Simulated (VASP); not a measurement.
Input of a VASP 6.6.1 run:

File INCAR:

```
SYSTEM = TiH
  ALGO = Normal
  EDIFF = 1E-7
  EDIFFG = -0.02
  ENCUT = 600
  IBRION = 2
  ISIF = 3
  ISMEAR = 1
  LASPH = .TRUE.
  LCHARG = .FALSE.
  LREAL = .FALSE.
  LWAVE = .FALSE.
  NELM = 100
  NSW = 60
  PREC = Accurate
  PSTRESS = 600.0
  SIGMA = 0.05
```

Contents of KPOINTS:

```
k-points
0
G
  7 7 7
  0 0 0
```

Contents of POSCAR:

```
TiH
1.0
    0.0000000000      2.0896970000      2.0896970000
    2.0896970000      0.0000000000      2.0896970000
    2.0896970000      2.0896970000      0.0000000000
Ti H
1 1
Direct
    0.0000000000      0.0000000000      0.0000000000
    0.5000000000      0.5000000000      0.5000000000
```

Potentials or basis: VASP PAW LDA potentials, release 64 (Ti_sv, H).

Launch:

```bash
$ cat potpaw_LDA.64/Ti_sv/POTCAR potpaw_LDA.64/H/POTCAR > POTCAR
$ mpirun -np 1 vasp_std > vasp.out
```

**Question.** Predict the space group after relaxing (to 0.05 Å).

**Answer.** Fm-3m (No. 225).

**Question.** Estimate the relaxed cell.

**Answer.** a = 2.673 Å, b = 2.673 Å, c = 2.673 Å, α = 60.00°, β = 60.00°, γ = 60.00°.

**Question.** What does it give for the relaxed volume?

**Answer.** 6.75 Å³/atom.

Final structure:
```
Ti H
1.0
     0.00000    1.89015    1.89015
     1.89015    0.00000    1.89015
     1.89015    1.89015    0.00000
Ti H
1 1
Direct
  0.00000 0.00000 0.00000
  0.50000 0.50000 0.50000
```

Caveat: the k points lie up to 0.41 Å⁻¹ apart in the final cell; the cell is relaxed towards a set pressure, so the enthalpy falls and the energy may rise; the volume moved by over 15 % at a fixed basis, so the end points are rough.
